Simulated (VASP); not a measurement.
Here is a VASP 6.6.1 calculation.

File INCAR:

```
  PREC = Accurate
  ENCUT = 520
  EDIFF = 1E-7
  ISMEAR = -1
  SIGMA = 0.1
  LREAL = F
  LASPH = T
  NELM = 80
  ALGO = Normal
  ISIF = 2
  LWAVE = F
  LCHARG = T
  GGA = PE
  LELF = T
  LVHAR = T
  NBANDS = 16
```

KPOINTS

```
Automatic mesh
0
Gamma
  8 8 11
```

File POSCAR:

```
Te
1.0
    5.6890093764      0.0000000000      0.0000000000
   -2.8445046882      4.9268266424      0.0000000000
    0.0000000000      0.0000000000      3.3590496622
Te
3
Direct
    1.0000000000      0.0000000000      0.0000000000
    0.3333333333      0.6666666667      0.5000000000
    0.6666666667      0.3333333333      0.5000000000
```

Potentials or basis: VASP PAW PBE potentials, release 64 (Te).

The run is started by

```bash
$ cat potpaw_PBE.64/Te/POTCAR > POTCAR
$ mpirun -np 1 vasp_std > vasp.out
```

(1) Estimate the band gap on the k mesh.

(2) What does it give for the pressure?

## Answers

(1) zero (band 9 reaches 8.96 eV, above the bottom of band 10 at 4.51 eV).

(2) -3.5 GPa.

Caveat: spin-orbit coupling is left out, which moves the levels of the heavy elements.
